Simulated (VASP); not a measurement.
# AlAs (F-43m) in VASP: a series of runs, part 2 of 2

VASP 6.6.1. The steps go on from the part before.

## Step 6: Single point, PBE (volume scaled by 1.06)

File INCAR:

```
SYSTEM = AlAs
  PREC = Accurate
  ENCUT = 500
  EDIFF = 1E-6
  ISMEAR = 0
  SIGMA = 0.02
  LREAL = .FALSE.
  LASPH = .TRUE.
  NELM = 120
  ALGO = Normal
  ISIF = 2
  LWAVE = .FALSE.
  LCHARG = .FALSE.
  GGA = PE
  NBANDS = 11
  GGA_COMPAT = .FALSE.
```

File KPOINTS:

```
regular mesh
0
G
  8 8 8
  0 0 0
```

File POSCAR:

```
AlAs
1.0
    0.0000000000      2.9199739401      2.9199739401
    2.9199739401      0.0000000000      2.9199739401
    2.9199739401      2.9199739401      0.0000000000
Al As
1 1
Direct
    0.0000000000      0.0000000000      0.0000000000
    0.2500000000      0.2500000000      0.2500000000
```

Potentials or basis: VASP PAW PBE potentials, release 64 (Al, As).

Launch:

```bash
> cat potpaw_PBE.64/Al/POTCAR potpaw_PBE.64/As/POTCAR > POTCAR
> mpirun -np 1 vasp_std > vasp.out
```

OUTCAR:

```text
SYSTEM = AlAs
   PREC = Accurate
   ENCUT = 500
   EDIFF = 1E-6
   ISMEAR = 0
   LREAL = .FALSE.
   LASPH = .TRUE.
   NELM = 120
   ISIF = 2
   GGA = PE

 ion  position               nearest neighbor table
   1  0.000  0.000  0.000-   2 2.53   2 2.53   2 2.53   2 2.53
   2  0.250  0.250  0.250-   1 2.53   1 2.53   1 2.53   1 2.53

  LATTYP: Found a face centered cubic cell.
 ALAT       =     5.8399478802

  Lattice vectors:

 A1 = (   0.0000000000,   2.9199739401,   2.9199739401)
 A2 = (   2.9199739401,   0.0000000000,   2.9199739401)
 A3 = (   2.9199739401,   2.9199739401,   0.0000000000)

Analysis of symmetry for initial positions (statically):
=====================================================================
 Subroutine PRICEL returns:
 Original cell was already a primitive cell.

 Routine SETGRP: Setting up the symmetry group for a
 face centered cubic supercell.

 Subroutine GETGRP returns: Found 24 space group operations
 (whereof 24 operations were pure point group operations)
 out of a pool of 48 trial point group operations.

The static configuration has the point symmetry T_d .

Analysis of symmetry for dynamics (positions and initial velocities):
=====================================================================
 Subroutine PRICEL returns:
 Original cell was already a primitive cell.

 Routine SETGRP: Setting up the symmetry group for a
 face centered cubic supercell.

 Subroutine GETGRP returns: Found 24 space group operations
 (whereof 24 operations were pure point group operations)
 out of a pool of 48 trial point group operations.

The dynamic configuration has the point symmetry T_d .

 Subroutine INISYM returns: Found 24 space group operations
 (whereof 24 operations are pure point group operations),
 and found     1 'primitive' translations

----------------------------------------------------------------------------------------

                                     Primitive cell

  volume of cell :      49.7928

  direct lattice vectors                    reciprocal lattice vectors
[... 112 lines left out ...]
   GGA     = PE    functional components
   LHFCALC =     F    Hartree Fock is set to
   AEXX    =    0.0000 exact exchange contribution
   IVDW    =     0    specifies the selected vdW correction
   LEPSILON=     F    determine dielectric tensor
   LRPA    =     F    only Hartree local field effects (RPA)
 non-spin polarized calculation
 Gauss-broadening in eV      SIGMA  =   0.02
  energy-cutoff  :      500.00
  volume of cell :       49.79
 maximum number of plane-waves:      1283
   NGX = 15   NGY = 15   NGZ = 15

 number of electron       8.0000001 magnetization

 Free energy of the ion-electron system (eV)
  ---------------------------------------------------
  ext. energy  EPLUGINS =         0.00000000
  ---------------------------------------------------
  free energy    TOTEN  =        -9.35885174 eV

  energy without entropy =       -9.35885174  energy(sigma->0) =       -9.35885174

 E-fermi :   3.2548     XC(G=0):  -8.6822

 val. band max:        3.1294116643   @ k =   0.0000   0.0000   0.0000
 cond. band min:       4.4690103102   @ k =   0.0000   0.0000   0.0000
 fundamental gap:      1.3395986459
 Fermi energy:         3.2548486897

 k-point     1 :       0.0000    0.0000    0.0000
  band No.  band energies     occupation
      1      -8.2402      2.00000
      2       3.1294      2.00000
      3       3.1294      2.00000
      4       3.1294      2.00000
      5       4.4690      0.00000
      6       7.2582      0.00000
      7       7.2582      0.00000
      8       7.2582      0.00000
      9      11.5160      0.00000
     10      11.9582      0.00000
     11      11.9582      0.00000
[... 309 lines left out ...]
 k-point    24 :      -0.3750    0.2500    0.1250
  band No.  band energies     occupation
      1      -6.8032      2.00000
      2      -1.8069      2.00000
      3       0.6701      2.00000
      4       1.7397      2.00000
      5       6.5407      0.00000
      6       7.2948      0.00000
      7       9.4368      0.00000
      8      10.3952      0.00000
      9      11.1320      0.00000
     10      13.7416      0.00000
     11      14.8754      0.00000

 [... further k-points ...]
[... 5 lines left out ...]
  --------------------------------------------------------------------------------------
  -------------------------------------------------------------------------------------
  Total       -1.0299690     -1.0299690     -1.0299690     -0.0000000      0.0000000     -0.0000000
  in kB      -33.1411669    -33.1411669    -33.1411669     -0.0000000      0.0000000     -0.0000000
  external PRESSURE =     -33.1411669 kB  Pullay stress =       0.0000000 kB

 VOLUME and BASIS-vectors are now :
 -----------------------------------------------------------------------------
  energy-cutoff  :      500.00
  volume of cell :       49.79
      direct lattice vectors                 reciprocal lattice vectors
     0.000000000  2.919973940  2.919973940    -0.171234405  0.171234405  0.171234405
     2.919973940  0.000000000  2.919973940     0.171234405 -0.171234405  0.171234405
     2.919973940  2.919973940  0.000000000     0.171234405  0.171234405 -0.171234405

 POSITION                                       TOTAL-FORCE (eV/Angst)
 -----------------------------------------------------------------------------------
      0.00000      0.00000      0.00000         0.000000      0.000000      0.000000
      1.45999      1.45999      1.45999        -0.000000     -0.000000     -0.000000
 -----------------------------------------------------------------------------------
    total drift:                                0.000000      0.000000      0.000000

  FREE ENERGIE OF THE ION-ELECTRON SYSTEM (eV)
  ---------------------------------------------------
  free  energy   TOTEN  =        -9.3588517361 eV

  energy  without entropy=       -9.3588517361  energy(sigma->0) =       -9.35885174
```

OSZICAR:

```text
N       E                     dE             d eps       ncg     rms          rms(c)
DAV:   1     0.128394230261E+02    0.12839E+02   -0.29072E+03   638   0.522E+02
DAV:   2    -0.864658161093E+01   -0.21486E+02   -0.20407E+02   805   0.840E+01
DAV:   3    -0.955516890978E+01   -0.90859E+00   -0.90734E+00   794   0.173E+01
DAV:   4    -0.956272574589E+01   -0.75568E-02   -0.75560E-02   749   0.188E+00
DAV:   5    -0.956288236906E+01   -0.15662E-03   -0.15662E-03   789   0.262E-01    0.297E+00
DAV:   6    -0.938330689219E+01    0.17958E+00   -0.36412E-01   701   0.210E+00    0.170E+00
DAV:   7    -0.935787786810E+01    0.25429E-01   -0.15081E-01   725   0.149E+00    0.660E-01
DAV:   8    -0.935859325348E+01   -0.71539E-03   -0.11172E-02   698   0.478E-01    0.119E-01
DAV:   9    -0.935867667873E+01   -0.83425E-04   -0.46326E-04   770   0.115E-01    0.684E-02
DAV:  10    -0.935884767523E+01   -0.17100E-03   -0.25080E-04   697   0.815E-02    0.100E-02
DAV:  11    -0.935885107503E+01   -0.33998E-05   -0.25641E-05   775   0.203E-02    0.543E-03
DAV:  12    -0.935885173614E+01   -0.66112E-06   -0.22490E-06   716   0.781E-03
   1 F= -.93588517E+01 E0= -.93588517E+01  d E =-.545518E-21
```

stdout:

```text
POSCAR found type information on POSCAR AlAs
 POSCAR found :  2 types and       2 ions
 scaLAPACK will be used
 LDA part: xc-table for (Slater+PW92), standard interpolation
 POSCAR, INCAR and KPOINTS ok, starting setup
 FFT: planning ... GRIDC
 FFT: planning ... GRID_SOFT
 FFT: planning ... GRID
 WAVECAR not read
 entering main loop
```

Wall time 9.3 s (1 thread of Intel Xeon 6975P-C, shared host); peak memory 0.17 GiB.

Results:

```yaml
Free_energy: -9.3589 eV
Pressure: -3.3 GPa
Band_gap_on_the_k_mesh: 1.34 eV, direct
```

 A k mesh can miss the band edges.

## Step 7: Summary

```csv
cell,gap on the mesh (eV),pressure (GPa)
"a = 4.009 Å, angles 60.0°, 2 atoms",1.44,2.4
"a = 3.967 Å, angles 60.0°, 2 atoms",1.39,5.0
"a = 4.050 Å, angles 60.0°, 2 atoms",1.49,0.2
"a = 4.090 Å, angles 60.0°, 2 atoms",1.54,-1.7
"a = 4.129 Å, angles 60.0°, 2 atoms",1.34,-3.3
```

Alike in all rows: task single point; level PBE; potentials or basis VASP PAW PBE potentials, release 64 (Al, As); no spin polarisation; k mesh 8 × 8 × 8; cutoff (eV) 500; smearing gaussian 0.02 eV.

Absolute energies hang on the potentials; compare differences alone.
